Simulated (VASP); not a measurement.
Input of a VASP 6.6.1 run:

File INCAR:

```
ALGO = Normal
EDIFF = 1E-6
ENCUT = 520
GGA = PS
ISIF = 2
ISMEAR = 0
LASPH = T
LCHARG = F
LREAL = F
LWAVE = F
NBANDS = 27
NELM = 80
PREC = Accurate
SIGMA = 0.01
```

KPOINTS

```
k-points
0
Gamma
  12 12 12
```

POSCAR

```
MgIn2N2
1.0
    1.6475480505      0.9512123105      7.6720326740
   -1.6475480505      0.9512123105      7.6720326740
    0.0000000000     -1.9024246209      7.6720326740
Mg In N
1 2 2
Direct
    0.0000000000      0.0000000000      0.0000000000
    0.4394126291      0.4394126291      0.4394126291
    0.5605873709      0.5605873709      0.5605873709
    0.2768848402      0.2768848402      0.2768848402
    0.7231151598      0.7231151598      0.7231151598
```

Potentials or basis: VASP PAW PBE potentials, release 64 (Mg, In_d, N).

The run is started by

```sh
$ cat potpaw_PBE.64/Mg/POTCAR potpaw_PBE.64/In_d/POTCAR potpaw_PBE.64/N/POTCAR > POTCAR
$ mpirun -np 1 vasp_std > vasp.out
```

Question: What does it give for the largest force?

Answer: 0.035 eV/Å.

Question: Predict the band gap on the k mesh.

Answer: 0.25 eV, indirect (least direct gap 0.32 eV).

Question: What does it give for the pressure?

Answer: 0.0 GPa.

Stress tensor (GPa, compression positive):
```
 0.01  0.00  0.00
 0.00  0.01  0.00
 0.00  0.00 -0.10
```

Caveat: the PAW data sets were made with another functional, which shifts forces and pressure a little; spin-orbit coupling is left out, which moves the levels of the heavy elements. A k mesh can miss the band edges.
